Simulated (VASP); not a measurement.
Set up this calculation in VASP 6.6.1, as the native input.

```yaml
Task: single point
Functional: LDA
Potentials_or_basis: VASP PAW LDA potentials, release 64 (B, N)
Cutoff: 520 eV
k_mesh: 12 × 12 × 4
Occupations: gaussian, width 0.01 eV
Spin: no spin polarisation
Dipole_correction: no
Further_INCAR_settings: ALGO = Normal; EDIFF = 1e-06; NBANDS = 16
```

The structure of BN lies in POSCAR:

```
BN
1.0
    2.4800623916      0.0000000000      0.0000000000
   -1.2400311958      2.1477970341      0.0000000000
    0.0000000000      0.0000000000      5.8909093353
B N
2 2
Direct
    0.3333333333      0.6666666667      0.2500000000
    0.6666666667      0.3333333333      0.7500000000
    0.3333333333      0.6666666667      0.7500000000
    0.6666666667      0.3333333333      0.2500000000
```

The input as run:

INCAR

```
SYSTEM = BN
PREC = Accurate
ENCUT = 520
EDIFF = 1E-6
ISMEAR = 0
SIGMA = 0.01
LREAL = .False.
LASPH = .True.
NELM = 80
ALGO = Normal
ISIF = 2
LWAVE = .False.
LCHARG = .True.
GGA = CA
LELF = .True.
LVHAR = .True.
NBANDS = 16
```

KPOINTS

```
regular mesh
0
Gamma
  12 12 4
  0 0 0
```

Potentials or basis: VASP PAW LDA potentials, release 64 (B, N).

The run is started by

```sh
$ cat potpaw_LDA.64/B/POTCAR potpaw_LDA.64/N/POTCAR > POTCAR
$ mpirun -np 1 vasp_std > vasp.out
```

Results of the run:

The pressure is 5.5 GPa and the band gap on the k mesh is 3.92 eV (least direct gap 4.20 eV).

Caveat: the cell stands under pressure.

Wall time 11 s on 1 thread of Intel(R) Xeon(R) 6975P-C (Granite Rapids), on a shared host, peak memory 0.14 GiB.
